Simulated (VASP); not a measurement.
# WS2 (P2_1) in VASP: single point with PBE+D3(BJ)

Aim: the single point of WS2 with PBE+D3(BJ).

Everything below comes from runs of VASP 6.6.1. Logs are shortened: lines on timing, memory, paths and dates and some standing lists are left out, and cuts for length are marked.

## Step 1: The cell of the first run

Symmetry: P2_1, No. 4, monoclinic system. Conventional cell: a = 3.270 Å, b = 12.309 Å, c = 5.717 Å, α = 90.00°, β = 91.52°, γ = 90.00°. Within 3.0 Å of W (site symmetry 1) lie 6 S at 2.30 to 3.00 Å and 2 W at 2.78 to 2.85 Å. W (site symmetry 1) has 6 S at 2.34 to 2.53 Å and 2 W at 2.78 to 2.85 Å within 3.1 Å. S (site symmetry 1) has 3 W at 2.38 to 2.47 Å and 11 S at 3.08 to 3.78 Å within 3.8 Å. Within 3.7 Å of S (site symmetry 1) lie 3 W at 2.53 to 3.00 Å and 9 S at 2.90 to 3.62 Å. S (site symmetry 1) has 3 W at 2.30 to 2.67 Å and 2 S at 2.90 to 2.92 Å within 3.0 Å. Within 3.3 Å of S (site symmetry 1) lie 3 W at 2.43 to 2.47 Å and 6 S at 2.92 to 3.29 Å.

## Step 2: Single point, PBE+D3(BJ)

INCAR reads:

```
PREC = Accurate
ENCUT = 520
EDIFF = 1E-7
ISMEAR = 0
SIGMA = 0.1
LREAL = F
LASPH = T
NELM = 80
ALGO = Normal
ISIF = 2
LWAVE = F
LCHARG = T
GGA = PE
IVDW = 12
LELF = T
LVHAR = T
NBANDS = 64
```

KPOINTS reads:

```
Automatic mesh
0
Gamma
  6 2 4
```

POSCAR reads:

```
WS2
1.0
    3.2700000000      0.0000000000      0.0000000000
    0.0000000000     12.3090000000      0.0000000000
   -0.1516485300      0.0000000000      5.7149883400
W S
4 8
Direct
    0.9480000000      0.5180000000      0.6040000000
    0.0520000000      0.0180000000      0.3960000000
    0.5540000000      0.0400000000      0.9980000000
    0.4460000000      0.5400000000      0.0020000000
    0.9180000000      0.6720000000      0.8700000000
    0.0820000000      0.1720000000      0.1300000000
    0.4540000000      0.1600000000      0.6410000000
    0.5460000000      0.6600000000      0.3590000000
    0.4580000000      0.8870000000      0.2340000000
    0.5420000000      0.3870000000      0.7660000000
    0.9530000000      0.4310000000      0.2150000000
    0.0470000000      0.9310000000      0.7850000000
```

Potentials or basis: VASP PAW PBE potentials, release 64 (W_sv, S).

Launch:

```console
$ cat potpaw_PBE.64/W_sv/POTCAR potpaw_PBE.64/S/POTCAR > POTCAR
$ mpirun -np 1 vasp_std > vasp.out
```

OUTCAR:

```text
PREC = Accurate
   ENCUT = 520
   EDIFF = 1E-7
   ISMEAR = 0
   LREAL = F
   LASPH = T
   NELM = 80
   ISIF = 2
   GGA = PE
   IVDW = 12
 IVDW          = 12

 ion  position               nearest neighbor table
   1  0.948  0.518  0.604-  10 2.30   5 2.43  11 2.47   8 2.58  10 2.67   4 2.78   4 2.85   8 3.00

   2  0.052  0.018  0.396-   9 2.30   6 2.43  12 2.47   7 2.58   9 2.67   3 2.78   3 2.85   7 3.00

   3  0.554  0.040  0.998-   9 2.34   6 2.38  12 2.43  12 2.45   6 2.47   7 2.53   2 2.78   2 2.85

   4  0.446  0.540  0.002-  10 2.34   5 2.38  11 2.43  11 2.45   5 2.47   8 2.53   1 2.78   1 2.85

   5  0.918  0.672  0.870-   4 2.38   1 2.43   4 2.47
   6  0.082  0.172  0.130-   3 2.38   2 2.43   3 2.47
   7  0.454  0.160  0.641-   3 2.53   2 2.58   2 3.00
   8  0.546  0.660  0.359-   4 2.53   1 2.58   1 3.00
   9  0.458  0.887  0.234-   2 2.30   3 2.34   2 2.67
  10  0.542  0.387  0.766-   1 2.30   4 2.34   1 2.67
  11  0.953  0.431  0.215-   4 2.43   4 2.45   1 2.47
  12  0.047  0.931  0.785-   3 2.43   3 2.45   2 2.47

  LATTYP: Found a simple monoclinic cell.
 ALAT       =     3.2700000000
 B/A-ratio  =     3.7642201835
 C/A-ratio  =     1.7483180429
 COS(beta)  =    -0.0265258929

  Lattice vectors:

 A1 = (   3.2700000000,   0.0000000000,   0.0000000000)
 A2 = (   0.0000000000,  12.3090000000,   0.0000000000)
 A3 = (  -0.1516485300,   0.0000000000,   5.7149883400)

Analysis of symmetry for initial positions (statically):
=====================================================================
 Subroutine PRICEL returns:
 Original cell was already a primitive cell.

 Routine SETGRP: Setting up the symmetry group for a
 simple monoclinic supercell.

 Subroutine GETGRP returns: Found  2 space group operations
 (whereof  1 operations were pure point group operations)
 out of a pool of  4 trial point group operations.

The static configuration has the point symmetry C_1 .
 The point group associated with its full space group is C_2 .

Analysis of symmetry for dynamics (positions and initial velocities):
=====================================================================
 Subroutine PRICEL returns:
 Original cell was already a primitive cell.

 Routine SETGRP: Setting up the symmetry group for a
 simple monoclinic supercell.

 Subroutine GETGRP returns: Found  2 space group operations
 (whereof  1 operations were pure point group operations)
 out of a pool of  4 trial point group operations.

The dynamic configuration has the point symmetry C_1 .
 The point group associated with its full space group is C_2 .

 Subroutine INISYM returns: Found  2 space group operations
 (whereof  1 operations are pure point group operations),
 and found     1 'primitive' translations

----------------------------------------------------------------------------------------

                                     Primitive cell

  volume of cell :     230.0307

  direct lattice vectors                    reciprocal lattice vectors
     3.270000000  0.000000000  0.000000000     0.305810398  0.000000000  0.008114749
     0.000000000 12.309000000  0.000000000     0.000000000  0.081241368  0.000000000
    -0.151648530  0.000000000  5.714988340     0.000000000  0.000000000  0.174978485

  length of vectors
     3.270000000 12.309000000  5.717000000     0.305918042  0.081241368  0.174978485

  position of ions in fractional coordinates (direct lattice)
     0.948000000  0.518000000  0.604000000
     0.052000000  0.018000000  0.396000000
     0.554000000  0.040000000  0.998000000
     0.446000000  0.540000000  0.002000000
     0.918000000  0.672000000  0.870000000
     0.082000000  0.172000000  0.130000000
     0.454000000  0.160000000  0.641000000
     0.546000000  0.660000000  0.359000000
     0.458000000  0.887000000  0.234000000
     0.542000000  0.387000000  0.766000000
     0.953000000  0.431000000  0.215000000
     0.047000000  0.931000000  0.785000000

  ion indices of the primitive-cell ions
   primitive index   ion index
                 1           1
                 2           2
                 3           3
                 4           4
                 5           5
                 6           6
                 7           7
                 8           8
                 9           9
                10          10
                11          11
                12          12

----------------------------------------------------------------------------------------

 KPOINTS: Automatic mesh

Automatic generation of k-mesh.
 Grid dimensions read from file:
 generate k-points for:    6    2    4

 Generating k-lattice:

  Cartesian coordinates                     Fractional coordinates (reciprocal lattice)
     0.050968400  0.000000000  0.001352458     0.166666667  0.000000000  0.000000000
     0.000000000  0.040620684  0.000000000     0.000000000  0.500000000  0.000000000
     0.000000000  0.000000000  0.043744621     0.000000000  0.000000000  0.250000000

  Length of vectors
     0.050986340  0.040620684  0.043744621

  Shift w.r.t. Gamma in fractional coordinates (k-lattice)
     0.000000000  0.000000000  0.000000000

 Subroutine IBZKPT returns following result:
 ===========================================

 Found     28 irreducible k-points:

 Following reciprocal coordinates:
            Coordinates               Weight
  0.000000  0.000000  0.000000      1.000000
  0.166667  0.000000 -0.000000      2.000000
  0.333333  0.000000  0.000000      2.000000
  0.500000  0.000000  0.000000      1.000000
  0.000000  0.500000  0.000000      1.000000
  0.166667  0.500000 -0.000000      2.000000
[... 16 lines left out ...]
  0.333333  0.000000  0.500000      2.000000
  0.500000  0.000000  0.500000      1.000000
 [... further k-points ...]
   k-points           NKPTS =     28   k-points in BZ     NKDIM =     28   number of bands    NBANDS=     64
   number of dos      NEDOS =    301   number of ions     NIONS =     12
   total plane-waves  NPLWV = 110592
   dimension x,y,z NGX =    24 NGY =   96 NGZ =   48
   dimension x,y,z NGXF=    48 NGYF=  192 NGZF=   96
   ions per type =               4   8
   NGX,Y,Z   is equivalent  to a cutoff of  12.20, 12.97, 13.96 a.u.
   NGXF,Y,Z  is equivalent  to a cutoff of  24.40, 25.93, 27.92 a.u.
 SYSTEM =  unknown system
   PREC   = accura    normal or accurate (medium, high low for compatibility)
   ISTART =      0    job   : 0-new  1-cont  2-samecut
   ICHARG =      2    charge: 1-file 2-atom 10-const
   ISPIN  =      1    spin polarized calculation?
   LNONCOLLINEAR =      F non collinear calculations
   LSORBIT =      F    spin-orbit coupling
   LASPH  =      T    aspherical Exc in radial PAW
   ENCUT  =  520.0 eV  38.22 Ry    6.18 a.u.   6.08 22.89 10.63*2*pi/ulx,y,z
   NELM   =     80;   NELMIN=  2; NELMDL= -5     # of ELM steps
   EDIFF  = 0.1E-06   stopping-criterion for ELM
   LREAL  =      F    real-space projection
   EDIFFG = 0.1E-05   stopping-criterion for IOM
   NSW    =      0    number of steps for IOM
   IBRION =     -1    ionic relax: 0-MD 1-quasi-New 2-CG
   NFREE  =      0    steps in history (QN), initial steepest desc. (CG)
   ISIF   =      2    stress and relaxation
   ISYM   =      2    0-nonsym 1-usesym 2-fastsym
   POTIM  = 0.5000    time-step for ionic-motion
   TEBEG  =    0.0;   TEEND  =   0.0 temperature during run
   PSTRESS=    0.0 pullay stress
   NELECT =     104.0000    total number of electrons
   NUPDOWN=      -1.0000    fix difference up-down
   EMIN   =  10.00;   EMAX   =-10.00  energy-range for DOS
   EFERMI =   0.00;   METHOD = LEGACY
   ISMEAR =     0;   SIGMA  =   0.10  broadening in eV -4-tet -1-fermi 0-gaus
   EFERMI_NEDOS =   21; number of points for ismear=-14 and -15
   IALGO  =     38    algorithm
   IMIX   =      4    mixing-type and parameters
     AMIX     =   0.40;   BMIX     =  1.00
     AMIX_MAG =   1.60;   BMIX_MAG =  1.00
  volume/ion in A,a.u.               =      19.17       129.36
  Fermi-wavevector in a.u.,A,eV,Ry     =   1.256485  2.374412 21.480261  1.578755
  Thomas-Fermi vector in A             =   2.390191
   LORBIT       =      0    0 simple, 1 ext, 2 COOP (PROOUT), +10 PAW based schemes
   GGA     = PE    functional components
   LHFCALC =     F    Hartree Fock is set to
   AEXX    =    0.0000 exact exchange contribution
   IVDW    =    12    specifies the selected vdW correction
   LEPSILON=     F    determine dielectric tensor
   LRPA    =     F    only Hartree local field effects (RPA)
 non-spin polarized calculation
 Gauss-broadening in eV      SIGMA  =   0.10
  energy-cutoff  :      520.00
  volume of cell :      230.03
 maximum number of plane-waves:      6234
   NGX = 13   NGY = 45   NGZ = 21

 number of electron     103.9999992 magnetization

 Free energy of the ion-electron system (eV)
  ---------------------------------------------------
  ext. energy  EPLUGINS =         0.00000000
  ---------------------------------------------------
  free energy    TOTEN  =       -89.80443774 eV

  energy without entropy =      -89.79093194  energy(sigma->0) =      -89.79768484

 E-fermi :   6.2337     XC(G=0): -10.5467

 val. band max:        6.2188094958   @ k =   0.0000   0.5000   0.5000
 cond. band min:       6.2487649777   @ k =   0.0000   0.0000   0.0000
 fundamental gap:      0.0299554820
 Fermi energy:         6.2337249157

 k-point     1 :       0.0000    0.0000    0.0000
  band No.  band energies     occupation
      1     -68.1756      2.00000
      2     -68.1755      2.00000
      3     -68.0522      2.00000
      4     -68.0522      2.00000
      5     -32.5781      2.00000
      6     -32.5781      2.00000
[... 56 lines left out ...]
     63       9.8495      0.00000
     64       9.9284      0.00000

 k-point     2 :       0.1667    0.0000   -0.0000
  band No.  band energies     occupation
      1     -68.1733      2.00000
      2     -68.1732      2.00000
      3     -68.0517      2.00000
      4     -68.0517      2.00000
      5     -32.5799      2.00000
      6     -32.5799      2.00000
[... 56 lines left out ...]
     63       9.4928      0.00000
     64       9.5486      0.00000

 k-point     3 :       0.3333    0.0000    0.0000
  band No.  band energies     occupation
      1     -68.1686      2.00000
      2     -68.1686      2.00000
      3     -68.0508      2.00000
      4     -68.0508      2.00000
      5     -32.6153      2.00000
      6     -32.6153      2.00000
[... 1396 lines left out ...]
     63       9.7492      0.00000
     64       9.8991      0.00000

 k-point    24 :       0.5000    0.0000    0.5000
  band No.  band energies     occupation
      1     -68.1663      2.00000
      2     -68.1663      2.00000
      3     -68.0504      2.00000
      4     -68.0504      2.00000
      5     -32.6564      2.00000
      6     -32.6564      2.00000
[... 56 lines left out ...]
     63       9.6664      0.00000
     64      10.0726      0.00000

 [... further k-points ...]

------------------------ aborting loop because EDIFF is reached ----------------------------------------

 Edisp (eV)   -4.72961

 E8    (eV) :    -1.9872

  FORCE on cell =-STRESS in cart. coord.  units (eV):
  Direction    XX          YY          ZZ          XY          YZ          ZX
  --------------------------------------------------------------------------------------
  -------------------------------------------------------------------------------------
  Total     -10.35164    -4.61614    -3.85416     0.00000     0.00000    -2.50993
  in kB     -72.09975   -32.15172   -26.84442     0.00000     0.00000   -17.48182
  external pressure =      -43.70 kB  Pullay stress =        0.00 kB

 VOLUME and BASIS-vectors are now :
 -----------------------------------------------------------------------------
  energy-cutoff  :      520.00
  volume of cell :      230.03
      direct lattice vectors                 reciprocal lattice vectors
     3.270000000  0.000000000  0.000000000     0.305810398  0.000000000  0.008114749
     0.000000000 12.309000000  0.000000000     0.000000000  0.081241368  0.000000000
    -0.151648530  0.000000000  5.714988340     0.000000000  0.000000000  0.174978485

 POSITION                                       TOTAL-FORCE (eV/Angst)
 -----------------------------------------------------------------------------------
      3.00836      6.37606      3.45185         0.749629      1.538103     -0.240922
      0.10999      0.22156      2.26314        -0.749629      1.538103      0.240922
      1.66023      0.49236      5.70356        -0.066129      1.494787     -0.079997
      1.45812      6.64686      0.01143         0.066129      1.494787      0.079997
      2.86993      8.27165      4.97204         0.789482     -0.665546     -0.086936
      0.24843      2.11715      0.74295        -0.789482     -0.665546      0.086936
      1.38737      1.96944      3.66331         0.643002     -2.388218     -1.196598
      1.73098      8.12394      2.05168        -0.643002     -2.388218      1.196598
      1.46217     10.91808      1.33731         1.276454      0.008238      1.335113
      1.65618      4.76358      4.37768        -1.276454      0.008238     -1.335113
      3.08371      5.30518      1.22872         0.305907      0.012637      0.897115
      0.03465     11.45968      4.48627        -0.305907      0.012637     -0.897115
 -----------------------------------------------------------------------------------
    total drift:                               -0.000000     -0.000151     -0.000000

  FREE ENERGIE OF THE ION-ELECTRON SYSTEM (eV)
  ---------------------------------------------------
  free  energy   TOTEN  =       -94.5340506402 eV

  energy  without entropy=      -94.5205448420  energy(sigma->0) =      -94.52729774
```

Run time: 4.7 min. Hardware: 1 thread of Intel Xeon 6975P-C (Granite Rapids), shared host; peak memory 0.49 GiB.

Results:

| Property | Result |
| --- | --- |
| Free energy | -94.5341 eV |
| Pressure | -4.4 GPa |
| Largest force | 2.748 eV/Å |
| Band gap on the k mesh | zero (bands 52 and 53 overlap by 0.12 eV) |
| Dispersion energy per atom | -0.394 eV |

Forces in eV/Å, atoms in the order of the input:
```
W    0.750  1.538 -0.241
W   -0.750  1.538  0.241
W   -0.066  1.495 -0.080
W    0.066  1.495  0.080
S    0.789 -0.666 -0.087
S   -0.789 -0.666  0.087
S    0.643 -2.388 -1.197
S   -0.643 -2.388  1.197
S    1.276  0.008  1.335
S   -1.276  0.008 -1.335
S    0.306  0.013  0.897
S   -0.306  0.013 -0.897
```

Levels at points of the mesh, in eV from the Fermi level:
```csv
k point,band 50,band 51,band 52,band 53,band 54,band 55
"(0.00, 0.00, 0.00)",-0.19,0.02,0.07,0.37,0.41,1.12
"(0.50, 0.00, 0.00)",-1.40,-0.87,-0.59,1.47,1.81,2.07
"(0.00, 0.50, 0.00)",-0.15,-0.05,-0.05,0.37,0.37,1.12
"(0.50, 0.50, 0.00)",-1.36,-0.75,-0.75,1.65,1.65,2.10
"(0.00, 0.00, 0.50)",-0.81,-0.54,-0.41,-0.05,0.02,0.87
"(0.50, 0.00, 0.50)",-1.19,-0.51,-0.50,1.59,1.78,1.89
"(0.00, 0.50, 0.50)",-0.77,-0.45,-0.45,-0.01,-0.01,0.91
"(0.50, 0.50, 0.50)",-1.21,-0.53,-0.53,1.70,1.70,1.91
```

Caveat: the cell stands under tension; spin-orbit coupling is left out, which moves the levels of the heavy elements; forces of over 1 eV/Å act on the atoms, so gaps and moduli don't describe the material at rest.
